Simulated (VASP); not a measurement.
# Cr (Im-3m) in VASP: further runs, part 2 of 2

VASP 6.6.1. Earlier steps stand in the parts before.

## 4. Relaxation of cell and atoms, revPBE

This run uses another cell than the first one, of 11.99 Å³/atom, 1.022 times its volume.

Contents of INCAR:

```
PREC = Accurate
ENCUT = 600
EDIFF = 1E-7
ISMEAR = -1
SIGMA = 0.1
LREAL = False
LASPH = True
NELM = 80
ALGO = Normal
ISIF = 3
LWAVE = False
LCHARG = False
GGA = RE
IBRION = 2
NSW = 80
EDIFFG = -0.01
```

Contents of KPOINTS:

```
regular mesh
0
Gamma
  15 15 15
```

Contents of POSCAR:

```
Cr
1.0
   -1.4419500000      1.4419500000      1.4419500000
    1.4419500000     -1.4419500000      1.4419500000
    1.4419500000      1.4419500000     -1.4419500000
Cr
1
Direct
    0.0000000000      0.0000000000      0.0000000000
```

Potentials or basis: VASP PAW PBE potentials, release 64 (Cr_pv).

The run is started by

```
$ cat potpaw_PBE.64/Cr_pv/POTCAR > POTCAR
$ mpirun -np 1 vasp_std > vasp.out
```

OUTCAR:

```text
PREC = Accurate
   ENCUT = 600
   EDIFF = 1E-7
   ISMEAR = -1
   LREAL = False
   LASPH = True
   NELM = 80
   ISIF = 3
   GGA = RE
   IBRION = 2
   NSW = 80
   EDIFFG = -0.01

 ion  position               nearest neighbor table
   1  0.000  0.000  0.000-

  LATTYP: Found a body centered cubic cell.
 ALAT       =     2.8839000000

  Lattice vectors:

 A1 = (  -1.4419500000,   1.4419500000,   1.4419500000)
 A2 = (   1.4419500000,  -1.4419500000,   1.4419500000)
 A3 = (   1.4419500000,   1.4419500000,  -1.4419500000)

Analysis of symmetry for initial positions (statically):
=====================================================================
 Subroutine PRICEL returns:
 Original cell was already a primitive cell.

 Routine SETGRP: Setting up the symmetry group for a
 body centered cubic supercell.

 Subroutine GETGRP returns: Found 48 space group operations
 (whereof 48 operations were pure point group operations)
 out of a pool of 48 trial point group operations.

The static configuration has the point symmetry O_h .

Analysis of symmetry for dynamics (positions and initial velocities):
=====================================================================
 Subroutine PRICEL returns:
 Original cell was already a primitive cell.

 Routine SETGRP: Setting up the symmetry group for a
 body centered cubic supercell.

 Subroutine GETGRP returns: Found 48 space group operations
 (whereof 48 operations were pure point group operations)
 out of a pool of 48 trial point group operations.

The dynamic configuration has the point symmetry O_h .

 Subroutine INISYM returns: Found 48 space group operations
 (whereof 48 operations are pure point group operations),
 and found     1 'primitive' translations

----------------------------------------------------------------------------------------

                                     Primitive cell

  volume of cell :      11.9925
[... 126 lines left out ...]

 number of electron      11.9999992 magnetization

 Free energy of the ion-electron system (eV)
  ---------------------------------------------------
  ext. energy  EPLUGINS =         0.00000000
  ---------------------------------------------------
  free energy    TOTEN  =        -9.10528469 eV

  energy without entropy =       -9.07627822  energy(sigma->0) =       -9.09078145

------------------------ aborting loop because EDIFF is reached ----------------------------------------

  FORCE on cell =-STRESS in cart. coord.  units (eV):
  Direction    XX          YY          ZZ          XY          YZ          ZX
  --------------------------------------------------------------------------------------
  -------------------------------------------------------------------------------------
  Total       -0.4195267     -0.4195267     -0.4195267     -0.0000000      0.0000000      0.0000000
  in kB      -56.0479289    -56.0479289    -56.0479289     -0.0000000      0.0000000      0.0000000
  external PRESSURE =     -56.0479289 kB  Pullay stress =       0.0000000 kB
[... 57 lines left out ...]
--------------------------------------- Ionic step        3  -------------------------------------------

 number of electron      11.9999993 magnetization

 Free energy of the ion-electron system (eV)
  ---------------------------------------------------
  ext. energy  EPLUGINS =         0.00000000
  ---------------------------------------------------
  free energy    TOTEN  =        -9.11039637 eV

  energy without entropy =       -9.08204746  energy(sigma->0) =       -9.09622191

 E-fermi :  10.8552     XC(G=0): -13.5091

 val. band max:       10.8467479566   @ k =  -0.3333   0.4000   0.2667
 cond. band min:      10.8708618214   @ k =   0.0667   0.0667   0.0667
 fundamental gap:      0.0241138648
 Fermi energy:        10.8552499490

 k-point     1 :       0.0000    0.0000    0.0000
  band No.  band energies     occupation
      1     -31.9263      2.00000
      2     -31.9263      2.00000
      3     -31.9263      2.00000
      4       3.0468      2.00000
      5       9.9741      1.99970
      6       9.9741      1.99970
      7       9.9741      1.99970
      8      12.0028      0.00002
      9      12.0028      0.00002
     10      18.0091      0.00000
[... 287 lines left out ...]
 k-point    24 :       0.4000    0.2000   -0.0000
  band No.  band energies     occupation
      1     -32.6908      2.00000
      2     -32.3249      2.00000
      3     -32.0131      2.00000
      4       7.3763      2.00000
      5       8.5520      2.00000
      6       9.7450      1.99997
      7      11.9478      0.00004
      8      12.5746      0.00000
      9      16.4686      0.00000
     10      17.9953      0.00000

 [... further k-points ...]

------------------------ aborting loop because EDIFF is reached ----------------------------------------

  FORCE on cell =-STRESS in cart. coord.  units (eV):
  Direction    XX          YY          ZZ          XY          YZ          ZX
  --------------------------------------------------------------------------------------
  -------------------------------------------------------------------------------------
  Total       -0.0034727     -0.0034727     -0.0034727      0.0000000     -0.0000000      0.0000000
  in kB       -0.4751562     -0.4751562     -0.4751562      0.0000000     -0.0000000      0.0000000
  external PRESSURE =      -0.4751562 kB  Pullay stress =       0.0000000 kB
[... 16 lines left out ...]
  FREE ENERGIE OF THE ION-ELECTRON SYSTEM (eV)
  ---------------------------------------------------
  free  energy   TOTEN  =        -9.1103963674 eV

  energy  without entropy=       -9.0820474579  energy(sigma->0) =       -9.09622191

 reached required accuracy - stopping structural energy minimisation
```

OSZICAR:

```text
N       E                     dE             d eps       ncg     rms          rms(c)
DAV:   1     0.828444406675E+02    0.82844E+02   -0.81048E+03  2400   0.158E+03
DAV:   2    -0.926182292009E+01   -0.92106E+02   -0.89517E+02  2438   0.343E+02
DAV:   3    -0.107678083487E+02   -0.15060E+01   -0.14717E+01  2610   0.523E+01
[... 26 lines left out ...]
DAV:   3    -0.911222736197E+01    0.69799E-02   -0.19460E-02  2502   0.228E+00    0.386E-01
DAV:   4    -0.911040577945E+01    0.18216E-02   -0.30496E-03  2416   0.855E-01    0.647E-02
DAV:   5    -0.911040122231E+01    0.45571E-05   -0.42166E-05  2560   0.979E-02    0.325E-02
DAV:   6    -0.911039640789E+01    0.48144E-05   -0.25864E-06  2488   0.234E-02    0.166E-03
DAV:   7    -0.911039636736E+01    0.40535E-07   -0.37332E-08  1570   0.294E-03
   3 F= -.91103964E+01 E0= -.90962219E+01  d E =-.511167E-02
```

Wall time 15 s (1 thread of Intel Xeon 6975P-C (Granite Rapids), shared host); peak memory 0.14 GiB.

Results:

```
Free energy                            : -9.1104 eV
Relaxed volume                         : 11.71 Å³/atom
Relaxed cell                           : a = 2.478 Å, b = 2.478 Å, c = 2.478 Å, α = 109.47°, β = 109.47°, γ = 109.47°
Space group after relaxing (to 0.05 Å) : Im-3m (No. 229)
Energy gained by relaxing              : 5.1 meV/atom
Ionic steps                            : 3
Pressure after relaxing                : 0.0 GPa
Band gap on the k mesh                 : zero (band 6 reaches 13.13 eV, above the bottom of band 7 at 9.97 eV)
```

Step by step:
```csv
step,energy change (eV),largest force (eV/Å),pressure (GPa),volume (Å³)
1,0.0000,0.0000,-5.60,11.99
2,0.0077,0.0000,9.90,11.28
3,-0.0051,0.0000,-0.05,11.71
```

Final structure:
```cif
data_structure
_symmetry_space_group_name_H-M 'P 1'
_symmetry_Int_Tables_number 1
_cell_length_a 2.4777
_cell_length_b 2.4777
_cell_length_c 2.4777
_cell_angle_alpha 109.471
_cell_angle_beta 109.471
_cell_angle_gamma 109.471
_cell_volume 11.71
loop_
_atom_site_label
_atom_site_type_symbol
_atom_site_fract_x
_atom_site_fract_y
_atom_site_fract_z
_atom_site_occupancy
Cr1 Cr 0.00000 0.00000 0.00000 1
```

Caveat: the PAW data sets were made with another functional, which shifts forces and pressure a little; the run has no spin polarisation, though such a crystal can be magnetic.

## 5. Single point, revPBE, collinear spin, antiferromagnetic start

This run uses another cell than the first one: it holds 2 atoms, not 1.

Contents of INCAR:

```
ALGO = Normal
EDIFF = 1E-6
ENCUT = 520
GGA = RE
ISIF = 2
ISMEAR = -1
ISPIN = 2
LASPH = True
LCHARG = True
LELF = True
LMAXMIX = 4
LORBIT = 11
LREAL = False
LVHAR = True
LWAVE = False
MAGMOM = 1.5 -1.5
NBANDS = 23
NELM = 150
PREC = Accurate
SIGMA = 0.05
```

Contents of KPOINTS:

```
k-points
0
Gamma
  11 11 11
```

Contents of POSCAR:

```
Cr
1.0
    2.8917791074      0.0000000000      0.0000000000
    0.0000000000      2.8917791074      0.0000000000
    0.0000000000      0.0000000000      2.8917791074
Cr
2
Direct
    0.0000000000      0.0000000000      0.0000000000
    0.5000000000      0.5000000000      0.5000000000
```

The run is started by

```
$ cat potpaw_PBE.64/Cr_pv/POTCAR > POTCAR
$ mpirun -np 1 vasp_std > vasp.out
```

Wall time 67 s (1 thread of Intel Xeon 8259CL, shared host); peak memory 0.17 GiB.

It converged, with:

| Property | Result |
| --- | --- |
| Free energy | -18.2685 eV |
| Pressure | 0.1 GPa |
| Band gap on the k mesh | zero (filled and empty bands overlap) |
| Net moment | 0.00 μB per cell |
| Site moments | Cr +1.39, -1.39 μB |
| Valence electrons inside the program's atomic spheres | Cr 10.97 |

Levels at points of the mesh, in eV from the Fermi level:
Spin up:
```tsv
k point	band 9	band 10	band 11	band 12	band 13	band 14	band 15	band 16
(0.00, 0.00, 0.00)	-3.99	-0.87	-0.87	-0.87	1.28	1.28	2.62	2.62
```
Spin down:
```
           k point  band 10  band 11  band 12  band 13  band 14  band 15
(0.00, 0.00, 0.00)    -0.87    -0.87    -0.87     1.28     1.28     2.62
```

Caveat: the PAW data sets were made with another functional, which shifts forces and pressure a little.

## 6. Overview

| task | spin | cell | k mesh | cutoff (eV) | smearing | gap on the mesh (eV) | pressure (GPa) |
| --- | --- | --- | --- | --- | --- | --- | --- |
| single point | off | a = 2.479 Å, angles 109.5°, 1 atom | 8 × 8 × 8 | 520 | fermi-dirac 0.1 eV | none | 0.0 |
| single point | off | a = 2.479 Å, angles 109.5°, 1 atom | 15 × 15 × 15 | 520 | fermi-dirac 0.1 eV | none | -0.4 |
| relaxation of cell and atoms | off | relaxed from a = 2.498 Å, angles 109.5°, 1 atom | 15 × 15 × 15 | 600 | fermi-dirac 0.1 eV | none | 0.0 |
| single point | collinear, antiferromagnetic start | a = 2.892 Å, 2 atoms | 11 × 11 × 11 | 520 | fermi-dirac 0.05 eV | none | 0.1 |

Alike in all rows: level revPBE; potentials or basis VASP PAW PBE potentials, release 64 (Cr_pv).

Caveats: some runs use coarse meshes; the PAW data sets were made with another functional, which shifts forces and pressure a little.

Total energies depend on the potentials used, so only differences within one code and one set of settings carry meaning.
